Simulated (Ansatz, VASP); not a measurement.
One calculation of BeAs2C, two programs

```
CELL_PARAMETERS angstrom
3.42471 0.00000 0.00000
0.00000 3.42471 0.00000
0.00000 0.00000 4.89686
ATOMIC_POSITIONS crystal
Be 0.00000 0.00000 0.00000
As 0.00000 0.50000 0.26057
As 0.50000 0.00000 0.73943
C 0.50000 0.50000 0.50000
```

Alike in both runs: task single point; functional r2SCAN; k mesh 6 × 6 × 4; no spin polarisation.

|  | VASP | Ansatz |
| --- | --- | --- |
| version | VASP 6.6.1 | Ansatz 0.2.0 |
| potentials or method | VASP PAW PBE potentials, release 64 (Be, As, C) | plane waves |
| plane-wave cutoff (eV) | 520 | 500 |
| occupations | methfessel-paxton of order 1, width 0.001 eV | cold, width 0.001 eV |
| valence electrons in the cell | 16 | 36 |

```csv
,VASP,Ansatz,Ansatz less VASP
pressure (GPa),0.3,0.1,-0.26
rms of the force components (eV/Å),0.019,0.026,+0.0069
```

VASP's potentials were made for PBE, not for r2SCAN. VASP's potentials hold 16 valence electrons a cell and Ansatz's 36, so a difference there can come from the potentials and not from the codes.
